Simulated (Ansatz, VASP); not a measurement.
## AlN in VASP and in Ansatz

File INCAR:

```
SYSTEM = AlN
PREC = Accurate
ENCUT = 520
EDIFF = 1E-6
ISMEAR = 0
SIGMA = 0.05
LREAL = .FALSE.
LASPH = .TRUE.
NELM = 100
ALGO = Normal
ISIF = 2
LWAVE = .FALSE.
LCHARG = .FALSE.
GGA = CA
IBRION = 2
NSW = 50
EDIFFG = -0.01
```

The input KPOINTS:

```
Automatic mesh
0
G
  9 9 6
  0 0 0
```

File POSCAR:

```
AlN
1.0
    3.0268000000      0.0000000000      0.0000000000
   -1.5134000000      2.6212856922      0.0000000000
    0.0000000000      0.0000000000      4.3504000000
Al N
2 2
Direct
    0.3333333333      0.6666666667      0.0015210172
    0.6666666667      0.3333333333      0.5015210172
    0.3333333333      0.6666666667      0.3834789828
    0.6666666667      0.3333333333      0.8834789828
```

Input for Ansatz:

```yaml
crystal:
  lattice:
    - [3.0268, 0.0, 0.0]
    - [-1.5134, 2.6212856922, 0.0]
    - [0.0, 0.0, 4.3504]
  atoms:
    - { symbol: Al, position: [0.3333333333, 0.6666666667, 0.0015210172] }
    - { symbol: Al, position: [0.6666666667, 0.3333333333, 0.5015210172] }
    - { symbol: "N", position: [0.3333333333, 0.6666666667, 0.3834789828] }
    - { symbol: "N", position: [0.6666666667, 0.3333333333, 0.8834789828] }
basis:
  ecutwfc: 520.0
kpoints:
  mp_grid: { grid: [9, 9, 6] }
hamiltonian:
  xc: lda
  pseudopotentials: { kind: paw, azcp: { folder: soft_1 } }
scf:
  occupations: { method: gaussian, width: 0.05 }
output:
  forces: true
  stress: true
  eigenvalues: true
relax:
  adjacent_minimum: "off"
  f_tol: 0.01
  max_steps: 30
```

Alike in both runs: task relaxation of the atoms; functional LDA; k mesh 9 × 9 × 6; occupations gaussian, width 0.05 eV; no spin polarisation.

|  | VASP | Ansatz |
| --- | --- | --- |
| version | VASP 6.6.1 | Ansatz 0.2.0 |
| potentials or method | VASP PAW LDA potentials, release 64 (Al, N), cutoff 520 eV | scalar-relativistic, plane waves, PAW |
| valence electrons in the cell | 16 | 16 |

```csv
,VASP,Ansatz,Ansatz less VASP
"gap on the k mesh at the Fermi level, each at its own relaxed structure (eV)",4.65,4.67,+0.016
```

Ansatz warns that its potentials were made for another functional, while VASP's fit it. LDA's correlation is that of Perdew and Zunger in VASP and of Perdew and Wang (1992) in Ansatz. Ansatz's warnings: stress scf threshold loose.
